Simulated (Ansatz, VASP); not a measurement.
# SrCl2 in VASP and in Ansatz

```
Sr Cl
1.0
     0.00000    3.48366    3.48366
     3.48366    0.00000    3.48366
     3.48366    3.48366    0.00000
Sr Cl
1 2
Direct
  0.00000 0.00000 0.00000
  0.25000 0.25000 0.25000
  0.75000 0.75000 0.75000
```

Alike in both runs: task single point; functional PBE; k mesh 6 × 6 × 6; no spin polarisation.

|  | VASP | Ansatz |
| --- | --- | --- |
| version | VASP 6.6.1 | Ansatz 0.2.0 |
| potentials or method | VASP PAW PBE potentials, release 64 (Sr_sv, Cl) | plane waves, PAW |
| plane-wave cutoff (eV) | 520 | 420 |
| occupations | gaussian, width 0.01 eV | fixed |
| valence electrons in the cell | 24 | 24 |

|  | VASP | Ansatz | Ansatz less VASP |
| --- | --- | --- | --- |
| gap on the k mesh at the Fermi level (eV) | 5.35 | 5.36 | +0.005 |
| pressure (GPa) | 1.2 | 1.1 | -0.09 |
